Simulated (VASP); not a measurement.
A run of VASP 6.6.1:

Contents of INCAR:

```
PREC = Accurate ; ENCUT = 520
EDIFF = 1E-7 ; ISMEAR = -1
SIGMA = 0.1 ; LREAL = F
LASPH = T ; NELM = 80
ALGO = Normal ; ISIF = 2
LWAVE = F ; LCHARG = F
GGA = RP ; NBANDS = 38
```

Contents of KPOINTS:

```
regular mesh
0
Gamma
  15 15 4
```

File POSCAR:

```
Rh
1.0
    2.8005738573      0.0000000000      0.0000000000
   -1.4002869286      2.4253681056      0.0000000000
    0.0000000000      0.0000000000      9.1324808174
Rh
4
Direct
    0.0000000000      1.0000000000      0.0000000000
    0.0000000000      1.0000000000      0.5000000000
    0.3333333333      0.6666666667      0.2500000000
    0.6666666667      0.3333333333      0.7500000000
```

Potentials or basis: VASP PAW PBE potentials, release 64 (Rh_pv).

Run with:

```bash
$ cat potpaw_PBE.64/Rh_pv/POTCAR > POTCAR
$ mpirun -np 1 vasp_std > vasp.out
```

Hardware: 1 thread of Intel Xeon 8259CL, with other jobs on the host.

Problem. Estimate the wall time of this run.

Solution. Run time: 4.6 min on 1 thread of Intel Xeon 8259CL, with other jobs on the host, peak memory 0.27 GiB. Counts: scf iterations 15, k points 81.
